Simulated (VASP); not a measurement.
Se, 1 atom in the cell. Symmetry: R-3m, No. 166, trigonal system. Conventional cell: a = 3.850 Å, b = 3.850 Å, c = 2.645 Å, α = 90.00°, β = 90.00°, γ = 120.00°. Within 3.2 Å of Se (site symmetry -3m) lie 14 Se at 2.39 to 2.84 Å. 

| Item | Value |
| --- | --- |
| Program | VASP 6.6.1 |
| Task | single point |
| Functional | PBE |
| Potentials or basis | VASP PAW PBE potentials, release 64 (Se) |
| Cutoff | 500 eV |
| k mesh | 11 × 11 × 11 |
| Occupations | methfessel-paxton, width 0.1 eV |
| Spin | no spin polarisation |
| Dipole correction | no |
| Further INCAR settings | ALGO = Normal; EDIFF = 1e-06; NBANDS = 9 |

Potentials or basis: VASP PAW PBE potentials, release 64 (Se).

The run is started by

```sh
$ cat potpaw_PBE.64/Se/POTCAR > POTCAR
$ mpirun -np 1 vasp_std > vasp.out
```

Hardware: 1 thread of Intel Xeon 8259CL (shared host).

Task: Estimate the wall time of this run.

Result: Wall time 10 s on 1 thread of Intel Xeon 8259CL, with other jobs on the host, peak memory 0.1 GiB. Counts: scf iterations 10, k points 146.
